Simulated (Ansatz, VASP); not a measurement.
Ag in VASP and in Ansatz

```
Ag
1.0
     2.93000    0.00000    0.00000
    -1.46500    2.53745    0.00000
     0.00000    0.00000    4.79000
Ag
2
Direct
  0.17183 0.54844 0.25000
  0.66667 0.33333 0.75000
```

Alike in both runs: task single point; functional PBEsol; k mesh 18 × 18 × 10; occupations gaussian, width 0.15 eV; no spin polarisation.

```csv
,VASP,Ansatz
version,VASP 6.6.1,Ansatz 0.2.0
potentials or method,"VASP PAW PBE potentials, release 64 (Ag), cutoff 520 eV","scalar-relativistic, plane waves, PAW"
valence electrons in the cell,22,38
```

VASP gave:

```
gap on the k mesh at the Fermi level (eV)                     : none
pressure (GPa)                                                : -5.1
traceless stress, the component that is largest in VASP (GPa) : 3.12
rms of the force components (eV/Å)                            : 0.264
```

Q: What did Ansatz give for the same quantities?

A: gap on the k mesh at the Fermi level (eV): none; pressure (GPa): -4.8; traceless stress, the component that is largest in VASP (GPa): 3.15; rms of the force components (eV/Å): 0.266.

VASP's potentials were made for PBE, not for PBEsol. Atom by atom the forces differ by 0.002 eV/Å (rms over components). A gap of «none» marks a metal or a gap that the smearing closes. The functional is the same, so the differences come from potentials, cutoffs and numerics. VASP's potentials hold 22 valence electrons a cell and Ansatz's 38, so a difference there can come from the potentials and not from the codes.
